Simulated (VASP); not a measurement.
# Ge (I4_1/amd) in VASP: single point with PBE

Aim: the single point of Ge with PBE.

All numbers are computed with VASP 6.6.1; they aren't measurements. Logs are shortened: lines on timing, memory, paths and dates and some standing lists are left out, and cuts for length are marked.

## 1. The cell of the first run

Symmetry: I4_1/amd, No. 141, tetragonal system. Conventional cell: a = 3.826 Å, b = 3.826 Å, c = 5.748 Å, α = 90.00°, β = 90.00°, γ = 90.00°. Ge (site symmetry -4m2) has 4 Ge at 2.39 Å within 3.2 Å.

## 2. Single point, PBE (21.03 Å³/atom)

INCAR reads:

```
SYSTEM = Ge
PREC = Accurate ; ENCUT = 520
EDIFF = 1E-6 ; ISMEAR = 0
SIGMA = 0.15 ; LREAL = .False.
LASPH = .True. ; NELM = 80
ALGO = Normal ; ISIF = 2
LWAVE = .False. ; LCHARG = .True.
GGA = PE ; LELF = .True.
LVHAR = .True. ; NBANDS = 21
```

KPOINTS reads:

```
Automatic mesh
0
Gamma
  14 14 14
  0 0 0
```

POSCAR reads:

```
Ge
1.0
    0.0000000000      2.7051463212      2.8742179663
    2.7051463212      0.0000000000      2.8742179663
    2.7051463212      2.7051463212      0.0000000000
Ge
2
Direct
    0.5000000000      0.5000000000      0.5000000000
    0.7500000000      0.7500000000      0.7500000000
```

Potentials or basis: VASP PAW PBE potentials, release 64 (Ge_d).

Started as:

```sh
$ cat potpaw_PBE.64/Ge_d/POTCAR > POTCAR
$ mpirun -np 1 vasp_std > vasp.out
```

OUTCAR:

```text
SYSTEM = Ge
   PREC = Accurate
   ENCUT = 520
   EDIFF = 1E-6
   ISMEAR = 0
   LREAL = .False.
   LASPH = .True.
   NELM = 80
   ISIF = 2
   GGA = PE

 ion  position               nearest neighbor table
   1  0.500  0.500  0.500-   2 2.39   2 2.39   2 2.39   2 2.39
   2  0.750  0.750  0.750-   1 2.39   1 2.39   1 2.39   1 2.39

  LATTYP: Found a body centered tetragonal cell.
 ALAT       =     3.8256546156
 C/A-ratio  =     1.5026019100

  Lattice vectors:

 A1 = (  -2.7051463212,   0.0000000000,   2.8742179663)
 A2 = (   2.7051463212,   0.0000000000,   2.8742179663)
 A3 = (   0.0000000000,   2.7051463212,  -2.8742179663)

Analysis of symmetry for initial positions (statically):
=====================================================================
 Subroutine PRICEL returns:
 Original cell was already a primitive cell.

 Routine SETGRP: Setting up the symmetry group for a
 body centered tetragonal supercell.

 Subroutine GETGRP returns: Found 16 space group operations
 (whereof  8 operations were pure point group operations)
 out of a pool of 16 trial point group operations.

The static configuration has the point symmetry D_2d.
 The point group associated with its full space group is D_4h.

Analysis of symmetry for dynamics (positions and initial velocities):
=====================================================================
 Subroutine PRICEL returns:
 Original cell was already a primitive cell.

 Routine SETGRP: Setting up the symmetry group for a
 body centered tetragonal supercell.

 Subroutine GETGRP returns: Found 16 space group operations
 (whereof  8 operations were pure point group operations)
 out of a pool of 16 trial point group operations.

The dynamic configuration has the point symmetry D_2d.
 The point group associated with its full space group is D_4h.

 Subroutine INISYM returns: Found 16 space group operations
 (whereof  8 operations are pure point group operations),
 and found     1 'primitive' translations

----------------------------------------------------------------------------------------

                                     Primitive cell

  volume of cell :      42.0660

  direct lattice vectors                    reciprocal lattice vectors
     0.000000000  2.705146321  2.874217966    -0.184832885  0.184832885  0.173960363
     2.705146321  0.000000000  2.874217966     0.184832885 -0.184832885  0.173960363
     2.705146321  2.705146321  0.000000000     0.184832885  0.184832885 -0.173960363

  length of vectors
     3.947017296  3.947017296  3.825654616     0.313988215  0.313988215  0.313988215

  position of ions in fractional coordinates (direct lattice)
     0.500000000  0.500000000  0.500000000
     0.750000000  0.750000000  0.750000000

  ion indices of the primitive-cell ions
   primitive index   ion index
                 1           1
                 2           2

----------------------------------------------------------------------------------------

 KPOINTS: Automatic mesh

Automatic generation of k-mesh.
 Grid dimensions read from file:
 generate k-points for:   14   14   14

 Generating k-lattice:

  Cartesian coordinates                     Fractional coordinates (reciprocal lattice)
    -0.013202349  0.013202349  0.012425740     0.071428571  0.000000000  0.000000000
     0.013202349 -0.013202349  0.012425740     0.000000000  0.071428571  0.000000000
     0.013202349  0.013202349 -0.012425740    -0.000000000 -0.000000000  0.071428571

  Length of vectors
     0.022427730  0.022427730  0.022427730

  Shift w.r.t. Gamma in fractional coordinates (k-lattice)
     0.000000000  0.000000000  0.000000000

 Subroutine IBZKPT returns following result:
 ===========================================

 Found    244 irreducible k-points:

 Following reciprocal coordinates:
            Coordinates               Weight
  0.000000  0.000000  0.000000      1.000000
  0.071429  0.000000  0.000000      8.000000
  0.142857  0.000000  0.000000      8.000000
  0.214286  0.000000  0.000000      8.000000
  0.285714 -0.000000  0.000000      8.000000
  0.357143 -0.000000  0.000000      8.000000
[... 16 lines left out ...]
  0.214286  0.142857  0.000000      8.000000
  0.285714  0.142857  0.000000      8.000000
 [... further k-points ...]
   k-points           NKPTS =    244   k-points in BZ     NKDIM =    244   number of bands    NBANDS=     21
   number of dos      NEDOS =    301   number of ions     NIONS =      2
   total plane-waves  NPLWV =  25200
   dimension x,y,z NGX =    30 NGY =   30 NGZ =   28
   dimension x,y,z NGXF=    60 NGYF=   60 NGZF=   56
   ions per type =               2
   NGX,Y,Z   is equivalent  to a cutoff of  12.64, 12.64, 12.17 a.u.
   NGXF,Y,Z  is equivalent  to a cutoff of  25.27, 25.27, 24.34 a.u.
 SYSTEM =  Ge
   PREC   = accura    normal or accurate (medium, high low for compatibility)
   ISTART =      0    job   : 0-new  1-cont  2-samecut
   ICHARG =      2    charge: 1-file 2-atom 10-const
   ISPIN  =      1    spin polarized calculation?
   LNONCOLLINEAR =      F non collinear calculations
   LSORBIT =      F    spin-orbit coupling
   LASPH  =      T    aspherical Exc in radial PAW
   ENCUT  =  520.0 eV  38.22 Ry    6.18 a.u.   7.34  7.34  7.11*2*pi/ulx,y,z
   NELM   =     80;   NELMIN=  2; NELMDL= -5     # of ELM steps
   EDIFF  = 0.1E-05   stopping-criterion for ELM
   LREAL  =      F    real-space projection
   EDIFFG = 0.1E-04   stopping-criterion for IOM
   NSW    =      0    number of steps for IOM
   IBRION =     -1    ionic relax: 0-MD 1-quasi-New 2-CG
   NFREE  =      0    steps in history (QN), initial steepest desc. (CG)
   ISIF   =      2    stress and relaxation
   ISYM   =      2    0-nonsym 1-usesym 2-fastsym
   POTIM  = 0.5000    time-step for ionic-motion
   TEBEG  =    0.0;   TEEND  =   0.0 temperature during run
   PSTRESS=    0.0 pullay stress
   NELECT =      28.0000    total number of electrons
   NUPDOWN=      -1.0000    fix difference up-down
   EMIN   =  10.00;   EMAX   =-10.00  energy-range for DOS
   EFERMI =   0.00;   METHOD = LEGACY
   ISMEAR =     0;   SIGMA  =   0.15  broadening in eV -4-tet -1-fermi 0-gaus
   EFERMI_NEDOS =   21; number of points for ismear=-14 and -15
   IALGO  =     38    algorithm
   IMIX   =      4    mixing-type and parameters
     AMIX     =   0.40;   BMIX     =  1.00
     AMIX_MAG =   1.60;   BMIX_MAG =  1.00
  volume/ion in A,a.u.               =      21.03       141.94
  Fermi-wavevector in a.u.,A,eV,Ry     =   1.429389  2.701154 27.798783  2.043153
  Thomas-Fermi vector in A             =   2.549348
   LORBIT       =      0    0 simple, 1 ext, 2 COOP (PROOUT), +10 PAW based schemes
   GGA     = PE    functional components
   LHFCALC =     F    Hartree Fock is set to
   AEXX    =    0.0000 exact exchange contribution
   IVDW    =     0    specifies the selected vdW correction
   LEPSILON=     F    determine dielectric tensor
   LRPA    =     F    only Hartree local field effects (RPA)
 non-spin polarized calculation
 Gauss-broadening in eV      SIGMA  =   0.15
  energy-cutoff  :      520.00
  volume of cell :       42.07
 maximum number of plane-waves:      1147
 NGX is ok and might be reduce to    30
   NGX = 15   NGY = 15   NGZ = 15

 number of electron      28.0000005 magnetization

 Free energy of the ion-electron system (eV)
  ---------------------------------------------------
  ext. energy  EPLUGINS =         0.00000000
  ---------------------------------------------------
  free energy    TOTEN  =        -8.84941932 eV

  energy without entropy =       -8.84891458  energy(sigma->0) =       -8.84916695

 E-fermi :   5.9328     XC(G=0): -10.2842

 val. band max:        5.9179448100   @ k =   0.0000   0.0000   0.0000
 cond. band min:       6.0193109921   @ k =   0.4286   0.0000   0.4286
 fundamental gap:      0.1013661821
 Fermi energy:         5.9327826131

 k-point     1 :       0.0000    0.0000    0.0000
  band No.  band energies     occupation
      1     -19.2010      2.00000
      2     -19.2010      2.00000
      3     -19.1826      2.00000
      4     -19.1572      2.00000
      5     -19.1483      2.00000
      6     -18.9202      2.00000
[... 13 lines left out ...]
     20      14.6829      0.00000
     21      15.7384      0.00000

 k-point     2 :       0.0714    0.0000    0.0000
  band No.  band energies     occupation
      1     -19.2049      2.00000
      2     -19.2010      2.00000
      3     -19.1868      2.00000
      4     -19.1502      2.00000
      5     -19.1434      2.00000
      6     -18.9225      2.00000
[... 13 lines left out ...]
     20      14.2539      0.00000
     21      15.4625      0.00000

 k-point     3 :       0.1429    0.0000    0.0000
  band No.  band energies     occupation
      1     -19.2130      2.00000
      2     -19.2030      2.00000
      3     -19.1904      2.00000
      4     -19.1370      2.00000
      5     -19.1326      2.00000
      6     -18.9281      2.00000
[... 13 lines left out ...]
     20      13.9069      0.00000
     21      14.7442      0.00000

 k-point     4 :       0.2143    0.0000    0.0000
  band No.  band energies     occupation
      1     -19.2210      2.00000
      2     -19.2073      2.00000
      3     -19.1887      2.00000
      4     -19.1236      2.00000
      5     -19.1211      2.00000
      6     -18.9346      2.00000
[... 13 lines left out ...]
     20      14.2725      0.00000
     21      14.3731      0.00000

 k-point     5 :       0.2857   -0.0000    0.0000
  band No.  band energies     occupation
      1     -19.2273      2.00000
      2     -19.2107      2.00000
      3     -19.1850      2.00000
      4     -19.1126      2.00000
      5     -19.1118      2.00000
      6     -18.9402      2.00000
[... 13 lines left out ...]
     20      14.4966      0.00000
     21      14.5781      0.00000
[... 382 lines left out ...]
     20      14.5922      0.00000
     21      14.6721      0.00000

 k-point    22 :       0.1429    0.1429    0.0000
  band No.  band energies     occupation
      1     -19.2113      2.00000
      2     -19.2113      2.00000
      3     -19.2057      2.00000
      4     -19.1349      2.00000
      5     -19.1096      2.00000
      6     -18.9659      2.00000
[... 13 lines left out ...]
     20      13.8115      0.00000
     21      16.4170      0.00000

 k-point    23 :       0.2143    0.1429    0.0000
  band No.  band energies     occupation
      1     -19.2191      2.00000
      2     -19.2172      2.00000
      3     -19.2043      2.00000
      4     -19.1263      2.00000
      5     -19.0933      2.00000
      6     -18.9819      2.00000
[... 13 lines left out ...]
     20      14.6134      0.00000
     21      16.1565      0.00000

 k-point    24 :       0.2857    0.1429    0.0000
  band No.  band energies     occupation
      1     -19.2271      2.00000
      2     -19.2239      2.00000
      3     -19.1971      2.00000
      4     -19.1159      2.00000
      5     -19.0791      2.00000
      6     -18.9938      2.00000
[... 13 lines left out ...]
     20      15.3387      0.00000
     21      15.9620      0.00000

 [... further k-points ...]

------------------------ aborting loop because EDIFF is reached ----------------------------------------

  FORCE on cell =-STRESS in cart. coord.  units (eV):
  Direction    XX          YY          ZZ          XY          YZ          ZX
  --------------------------------------------------------------------------------------
  -------------------------------------------------------------------------------------
  Total        3.0977660      3.0977660      1.7852845      0.0000000     -0.0000000      0.0000000
  in kB      117.9853188    117.9853188     67.9965383      0.0000000     -0.0000000      0.0000000
  external PRESSURE =     101.3223920 kB  Pullay stress =       0.0000000 kB

 VOLUME and BASIS-vectors are now :
 -----------------------------------------------------------------------------
  energy-cutoff  :      520.00
  volume of cell :       42.07
      direct lattice vectors                 reciprocal lattice vectors
     0.000000000  2.705146321  2.874217966    -0.184832885  0.184832885  0.173960363
     2.705146321  0.000000000  2.874217966     0.184832885 -0.184832885  0.173960363
     2.705146321  2.705146321  0.000000000     0.184832885  0.184832885 -0.173960363

 POSITION                                       TOTAL-FORCE (eV/Angst)
 -----------------------------------------------------------------------------------
      2.70515      2.70515      2.87422         0.000000      0.000000     -0.000000
      4.05772      4.05772      4.31133        -0.000000     -0.000000      0.000000
 -----------------------------------------------------------------------------------
    total drift:                                0.000000     -0.000000     -0.000000

  FREE ENERGIE OF THE ION-ELECTRON SYSTEM (eV)
  ---------------------------------------------------
  free  energy   TOTEN  =        -8.8494193207 eV

  energy  without entropy=       -8.8489145793  energy(sigma->0) =       -8.84916695
```

Run time: 90 s. Hardware: 1 thread of Intel Xeon 6975P-C (Granite Rapids), shared host; peak memory 0.28 GiB.

Results:

| Property | Result |
| --- | --- |
| Free energy | -8.8494 eV |
| Pressure | 10.1 GPa |
| Band gap on the k mesh | 0.10 eV (least direct gap 0.51 eV) |

Caveat: the cell stands under pressure; semilocal functionals underestimate gaps, and a narrow one can read as zero. A k mesh can miss the band edges.
